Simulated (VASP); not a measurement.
# Sb (Cmce) in VASP: relaxation of cell and atoms with PBE

Aim: the relaxation of cell and atoms of Sb with PBE.

All numbers are computed with VASP 6.6.1; they aren't measurements. Logs are shortened: lines on timing, memory, paths and dates and some standing lists are left out, and cuts for length are marked.

**1. The cell of the first run**

Symmetry: Cmce, No. 64, orthorhombic system. Conventional cell: a = 4.347 Å, b = 12.458 Å, c = 4.818 Å, α = 90.00°, β = 90.00°, γ = 90.00°. Within 3.8 Å of Sb (site symmetry m) lie 5 Sb at 2.90 to 3.59 Å.

**2. Relaxation of cell and atoms, PBE**

INCAR

```
SYSTEM = Sb
  ALGO = Normal
  EDIFF = 1E-6
  EDIFFG = -0.01
  ENCUT = 600
  GGA = PE
  IBRION = 2
  ISIF = 3
  ISMEAR = 0
  LASPH = .TRUE.
  LCHARG = .FALSE.
  LREAL = .FALSE.
  LWAVE = .FALSE.
  NELM = 100
  NSW = 80
  PREC = Accurate
  SIGMA = 0.1
```

KPOINTS

```
k-points
0
G
  10 10 10
  0 0 0
```

POSCAR

```
Sb
1.0
    2.1734460903     -6.2290601307      0.0000000000
    2.1734460903      6.2290601307      0.0000000000
    0.0000000000      0.0000000000      4.8180476865
Sb
4
Direct
    0.1148558715      0.8851441285      0.9538896215
    0.6148558715      0.3851441285      0.5461103785
    0.8851441285      0.1148558715      0.0461103785
    0.3851441285      0.6148558715      0.4538896215
```

Potentials or basis: VASP PAW PBE potentials, release 64 (Sb).

Command:

```console
$ cat potpaw_PBE.64/Sb/POTCAR > POTCAR
$ mpirun -np 1 vasp_std > vasp.out
```

OUTCAR:

```text
SYSTEM = Sb
   EDIFF = 1E-6
   EDIFFG = -0.01
   ENCUT = 600
   GGA = PE
   IBRION = 2
   ISIF = 3
   ISMEAR = 0
   LASPH = .TRUE.
   LREAL = .FALSE.
   NELM = 100
   NSW = 80
   PREC = Accurate

 ion  position               nearest neighbor table
   1  0.115  0.885  0.954-   3 2.90   2 2.93   2 2.93   2 3.59   2 3.59
   2  0.615  0.385  0.546-   4 2.90   1 2.93   1 2.93   1 3.59   1 3.59
   3  0.885  0.115  0.046-   1 2.90   4 2.93   4 2.93   4 3.59   4 3.59
   4  0.385  0.615  0.454-   2 2.90   3 2.93   3 2.93   3 3.59   3 3.59

  LATTYP: Found a base centered orthorhombic cell.
 ALAT       =     4.3468921806
 B/A-ratio  =     2.8659832689
 C/A-ratio  =     1.1083890482

  Lattice vectors:

 A1 = (   2.1734460903,  -6.2290601307,   0.0000000000)
 A2 = (   2.1734460903,   6.2290601307,   0.0000000000)
 A3 = (   0.0000000000,   0.0000000000,   4.8180476865)

Analysis of symmetry for initial positions (statically):
=====================================================================
 Subroutine PRICEL returns:
 Original cell was already a primitive cell.

 Routine SETGRP: Setting up the symmetry group for a
 base centered orthorhombic supercell.

 Subroutine GETGRP returns: Found  8 space group operations
 (whereof  4 operations were pure point group operations)
 out of a pool of  8 trial point group operations.

The static configuration has the point symmetry C_2h.
 The point group associated with its full space group is D_2h.

Analysis of symmetry for dynamics (positions and initial velocities):
=====================================================================
 Subroutine PRICEL returns:
 Original cell was already a primitive cell.

 Routine SETGRP: Setting up the symmetry group for a
 base centered orthorhombic supercell.

 Subroutine GETGRP returns: Found  8 space group operations
 (whereof  4 operations were pure point group operations)
 out of a pool of  8 trial point group operations.

The dynamic configuration has the point symmetry C_2h.
 The point group associated with its full space group is D_2h.

 Subroutine INISYM returns: Found  8 space group operations
 (whereof  4 operations are pure point group operations),
 and found     1 'primitive' translations

----------------------------------------------------------------------------------------

                                     Primitive cell

  volume of cell :     130.4585

  direct lattice vectors                    reciprocal lattice vectors
[... 108 lines left out ...]
   IALGO  =     38    algorithm
   IMIX   =      4    mixing-type and parameters
     AMIX     =   0.40;   BMIX     =  1.00
     AMIX_MAG =   1.60;   BMIX_MAG =  1.00
  volume/ion in A,a.u.               =      32.61       220.09
  Fermi-wavevector in a.u.,A,eV,Ry     =   0.876181  1.655743 10.445108  0.767694
  Thomas-Fermi vector in A             =   1.995956
   LORBIT       =      0    0 simple, 1 ext, 2 COOP (PROOUT), +10 PAW based schemes
   GGA     = PE    functional components
   LHFCALC =     F    Hartree Fock is set to
   AEXX    =    0.0000 exact exchange contribution
   IVDW    =     0    specifies the selected vdW correction
   LEPSILON=     F    determine dielectric tensor
   LRPA    =     F    only Hartree local field effects (RPA)
 conjugate gradient relaxation of ions
 non-spin polarized calculation
 Gauss-broadening in eV      SIGMA  =   0.10
  energy-cutoff  :      600.00
  volume of cell :      130.46
 maximum number of plane-waves:      4380
 NGX is ok and might be reduce to    54
   NGX = 27   NGY = 27   NGZ = 19

--------------------------------------- Ionic step        1  -------------------------------------------

 number of electron      20.0000000 magnetization

 Free energy of the ion-electron system (eV)
  ---------------------------------------------------
  ext. energy  EPLUGINS =         0.00000000
  ---------------------------------------------------
  free energy    TOTEN  =       -16.36218651 eV

  energy without entropy =      -16.36029040  energy(sigma->0) =      -16.36123845

------------------------ aborting loop because EDIFF is reached ----------------------------------------

  FORCE on cell =-STRESS in cart. coord.  units (eV):
  Direction    XX          YY          ZZ          XY          YZ          ZX
  --------------------------------------------------------------------------------------
  -------------------------------------------------------------------------------------
  Total        0.0056626      0.0466916      0.0530455      0.0000000      0.0000000      0.0000000
  in kB        0.0695425      0.5734257      0.6514588      0.0000000      0.0000000      0.0000000
  external PRESSURE =       0.4314757 kB  Pullay stress =       0.0000000 kB
[... 101 lines left out ...]
--------------------------------------- Ionic step        4  -------------------------------------------

 number of electron      20.0000000 magnetization

 Free energy of the ion-electron system (eV)
  ---------------------------------------------------
  ext. energy  EPLUGINS =         0.00000000
  ---------------------------------------------------
  free energy    TOTEN  =       -16.36232740 eV

  energy without entropy =      -16.36043816  energy(sigma->0) =      -16.36138278

 E-fermi :   6.0602     XC(G=0):  -9.1992

 val. band max:        6.0598103362   @ k =   0.5000   0.5000   0.0000
 cond. band min:       6.0763545089   @ k =   0.5000   0.5000   0.2000
 fundamental gap:      0.0165441728
 Fermi energy:         6.0601627092

 k-point     1 :       0.0000    0.0000    0.0000
  band No.  band energies     occupation
      1      -5.9218      2.00000
      2      -3.6627      2.00000
      3      -1.4970      2.00000
      4       0.8262      2.00000
      5       1.2608      2.00000
      6       2.7463      2.00000
      7       3.5037      2.00000
      8       4.2306      2.00000
      9       4.5353      2.00000
     10       5.5118      2.00000
     11       8.0898      0.00000
     12       8.4347      0.00000
     13       8.4580      0.00000
     14       9.2132      0.00000
[... 377 lines left out ...]
      1      -4.9376      2.00000
      2      -3.7606      2.00000
      3      -2.7599      2.00000
      4      -0.5699      2.00000
      5       3.1909      2.00000
      6       3.4187      2.00000
      7       3.7267      2.00000
      8       4.3934      2.00000
      9       4.8715      2.00000
     10       5.0185      2.00000
     11       6.2810      0.00179
     12       6.7639      0.00000
     13       7.3326      0.00000
     14       8.8081      0.00000

 [... further k-points ...]
[... 5 lines left out ...]
  --------------------------------------------------------------------------------------
  -------------------------------------------------------------------------------------
  Total       -0.0242793     -0.0314784     -0.0236429      0.0000000      0.0000000      0.0000000
  in kB       -0.2981229     -0.3865196     -0.2903086      0.0000000      0.0000000      0.0000000
  external PRESSURE =      -0.3249837 kB  Pullay stress =       0.0000000 kB
[... 19 lines left out ...]
  FREE ENERGIE OF THE ION-ELECTRON SYSTEM (eV)
  ---------------------------------------------------
  free  energy   TOTEN  =       -16.3623273977 eV

  energy  without entropy=      -16.3604381600  energy(sigma->0) =      -16.36138278

 reached required accuracy - stopping structural energy minimisation
```

CONTCAR:

```text
Sb
   1.00000000000000
     2.1721915120777426   -6.2302415775160851   -0.0000000000000000
     2.1721915120777426    6.2302415775160851    0.0000000000000000
     0.0000000000000000    0.0000000000000000    4.8207887333658945
  Sb
     4
Direct
     0.1149685525689249    0.8850314474310751    0.9542238738839609
     0.6149685525689249    0.3850314474310751    0.5457761261160391
     0.8850314474310751    0.1149685525689249    0.0457761261160392
     0.3850314474310751    0.6149685525689249    0.4542238738839608

  0.00000000E+00  0.00000000E+00  0.00000000E+00
  0.00000000E+00  0.00000000E+00  0.00000000E+00
  0.00000000E+00  0.00000000E+00  0.00000000E+00
  0.00000000E+00  0.00000000E+00  0.00000000E+00
```

It took 13 min on 1 thread of Intel Xeon 6975P-C, shared host; peak memory 0.58 GiB.

Results:

```yaml
Free_energy: -16.3623 eV
Relaxed_volume: 32.62 Å³/atom
Relaxed_cell: a = 6.598 Å, b = 6.598 Å, c = 4.821 Å, α = 90.00°, β = 90.00°, γ = 141.56°
Space_group_after_relaxing_to_0.05_Å: Cmce (No. 64)
Energy_gained_by_relaxing: 0.0 meV/atom
Ionic_steps: 4
Pressure_after_relaxing: 0.0 GPa
Largest_force_after_relaxing: 0.005 eV/Å
Band_gap_on_the_k_mesh: zero (band 10 reaches 6.31 eV, above the bottom of band 11 at 5.88 eV)
```

Forces in eV/Å, atoms in the order of the input:
```
Sb   0.000 -0.004  0.003
Sb   0.000 -0.004 -0.003
Sb   0.000  0.004 -0.003
Sb   0.000  0.004  0.003
```

Step by step:
```
step  energy change (eV)  largest force (eV/Å)  pressure (GPa)  volume (Å³)
   1              0.0000                0.0264            0.04       130.46
   2             -0.0001                0.0062           -0.05       130.62
   3             -0.0001                0.0085           -0.05       130.61
   4             -0.0001                0.0048           -0.03       130.48
```

Final structure:
```yaml
crystal:
  lattice:
    - [2.17219, -6.23024, 0.00000]
    - [2.17219, 6.23024, 0.00000]
    - [0.00000, 0.00000, 4.82079]
  atoms:
    - { symbol: Sb, position: [0.11497, 0.88503, 0.95422] }
    - { symbol: Sb, position: [0.61497, 0.38503, 0.54578] }
    - { symbol: Sb, position: [0.88503, 0.11497, 0.04578] }
    - { symbol: Sb, position: [0.38503, 0.61497, 0.45422] }
```

Levels at points of the mesh, in eV from the Fermi level:
| k point | band 6 | band 7 | band 8 | band 9 | band 10 | band 11 | band 12 | band 13 | band 14 |
| --- | --- | --- | --- | --- | --- | --- | --- | --- | --- |
| (0.00, 0.00, 0.00) | -3.31 | -2.56 | -1.83 | -1.52 | -0.55 | 2.03 | 2.37 | 2.40 | 3.15 |
| (0.50, 0.00, 0.00) | -2.59 | -1.73 | -1.73 | -1.38 | -1.38 | 0.67 | 0.67 | 1.11 | 1.11 |
| (0.50, 0.50, 0.00) | -3.07 | -2.98 | -1.45 | -1.13 | -0.46 | 0.00 | 2.10 | 2.10 | 2.72 |
| (0.00, 0.00, 0.50) | -3.35 | -1.43 | -1.43 | -0.30 | -0.30 | 0.67 | 0.67 | 1.16 | 1.16 |
| (0.50, 0.00, 0.50) | -4.46 | -3.68 | -3.68 | -1.45 | -1.45 | 1.74 | 1.74 | 4.57 | 4.57 |
| (0.50, 0.50, 0.50) | -1.59 | -1.27 | -1.27 | -0.71 | -0.71 | 1.13 | 1.13 | 1.46 | 1.46 |

Caveat: spin-orbit coupling is left out, which moves the levels of the heavy elements.
